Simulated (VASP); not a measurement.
Crystal: NaCl.

```
CELL_PARAMETERS angstrom
3.34547 0.00000 0.00000
-1.67273 2.89726 0.00000
0.00000 0.00000 5.56535
ATOMIC_POSITIONS crystal
Na 0.00000 0.00000 0.50000
Cl 0.00000 0.00000 0.00000
```

The cell was built from a structure type or drawn by symmetry, and may not be a known phase.

```yaml
Program: VASP 6.6.1
Task: relaxation of cell and atoms
Functional: PBE
Potentials_or_basis: VASP PAW PBE potentials, release 64 (Na_pv, Cl)
Cutoff: 600 eV
k_mesh: 6 × 6 × 4
Occupations: gaussian, width 0.1 eV
Spin: no spin polarisation
```

At the start: pressure 0.7 GPa; volume 26.97 Å³/atom.

Where does the relaxation end?

Over 13 steps the energy falls by 690.4 meV/atom and the volume is 55.34 Å³/atom (+105.2 %); space group P6/mmm (No. 191, to 0.1 Å) before and after.

The path:
```csv
step,energy change (eV),largest force (eV/Å),pressure (GPa),volume (Å³)
1,0.0000,0.0000,0.74,53.94
2,-0.8160,0.0000,3.66,54.25
3,-0.8560,0.0000,5.23,54.13
4,-0.8546,0.0000,5.66,54.10
5,-1.0727,0.0000,2.94,62.63
6,-1.2651,0.0000,0.53,79.69
7,-1.2888,0.0000,-1.29,121.70
8,-1.3266,0.0000,-0.53,100.16
9,-1.3545,0.0000,0.71,109.09
10,-1.3791,0.0000,0.21,105.70
11,-1.3791,0.0000,0.22,105.81
12,-1.3809,0.0000,0.10,108.90
13,-1.3807,0.0000,0.00,110.69
```

Final structure:
```cif
data_structure
_symmetry_space_group_name_H-M 'P 1'
_symmetry_Int_Tables_number 1
_cell_length_a 5.0684
_cell_length_b 5.0684
_cell_length_c 4.9755
_cell_angle_alpha 90.000
_cell_angle_beta 90.000
_cell_angle_gamma 120.000
_cell_volume 110.69
loop_
_atom_site_label
_atom_site_type_symbol
_atom_site_fract_x
_atom_site_fract_y
_atom_site_fract_z
_atom_site_occupancy
Na1 Na 0.00000 0.00000 0.50000 1
Cl1 Cl 0.00000 0.00000 0.00000 1
```

Caveat: the volume moved by over 15 % at a fixed basis, so the end points are rough.
